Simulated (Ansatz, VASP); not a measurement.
**InP in VASP and in Ansatz**

```
In P
1.0
     0.00000    2.77016    2.68706
     2.77016    0.00000    2.68706
     2.77016    2.77016    0.00000
In P
1 1
Direct
  0.00000 0.00000 0.00000
  0.50000 0.50000 0.50000
```

Change from the starting cell: strain +0.000 along x and y, -0.030 along z, atoms carried along.

Alike in both runs: task single point; functional PBE; k mesh 18 × 18 × 18; occupations gaussian, width 0.15 eV; no spin polarisation.

|  | VASP | Ansatz |
| --- | --- | --- |
| version | VASP 6.6.1 | Ansatz 0.2.0 |
| potentials or method | VASP PAW PBE potentials, release 64 (In_d, P), cutoff 520 eV | scalar-relativistic, plane waves, PAW |
| valence electrons in the cell | 18 | 18 |

```csv
,VASP,Ansatz,Ansatz less VASP
gap on the k mesh at the Fermi level (eV),none,none,-
pressure (GPa),2.5,2.6,+0.03
"traceless stress, the component that is largest in VASP (GPa)",2.71,2.72,+0.013
```

A gap of «none» marks a metal or a gap that the smearing closes.
